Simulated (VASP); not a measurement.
A run of VASP 6.6.1 is set up as follows.

INCAR

```
PREC     = Accurate       # precision mode
ENCUT    = 520            # plane-wave cutoff, eV
EDIFF    = 1E-6           # SCF threshold, eV
ISMEAR   = 0              # smearing method
SIGMA    = 0.05           # smearing width, eV
LREAL    = F              # projectors in reciprocal space
LASPH    = T              # aspherical terms in the spheres
NELM     = 60             # most SCF steps
ALGO     = Normal         # electronic algorithm
ISIF     = 2              # what is computed and relaxed
LWAVE    = F              # write WAVECAR
LCHARG   = T              # write CHGCAR
GGA      = PE             # functional
LELF     = T              # ELF
LVHAR    = T            
NBANDS   = 26             # bands
```

File KPOINTS:

```
regular mesh
0
Gamma
  12 12 6
```

Contents of POSCAR:

```
ZnS
1.0
    3.8109987816      0.0000000000      0.0000000000
   -1.9054993908      3.3004217586      0.0000000000
    0.0000000000      0.0000000000      6.4833600000
Zn S
2 2
Direct
    0.3333333333      0.6666666667      0.0000000000
    0.6666666667      0.3333333333      0.5000000000
    0.3333333333      0.6666666667      0.3850000000
    0.6666666667      0.3333333333      0.8850000000
```

Potentials or basis: VASP PAW PBE potentials, release 64 (Zn, S).

Run with:

```console
$ cat potpaw_PBE.64/Zn/POTCAR potpaw_PBE.64/S/POTCAR > POTCAR
$ mpirun -np 1 vasp_std > vasp.out
```

Task: Predict the band gap on the k mesh.

Result: 2.02 eV.

Task: What does it give for the largest force?

Result: 0.396 eV/Å.

Task: Predict the pressure.

Result: 0.1 GPa.

Forces on the atoms (eV/Å):
```
Zn   0.000  0.000  0.396
Zn   0.000  0.000  0.396
S    0.000  0.000 -0.396
S    0.000  0.000 -0.396
```

Caveat: the cell differs from its parent crystal (strain +0.000 along x and y, +0.040 along z). A k mesh can miss the band edges.
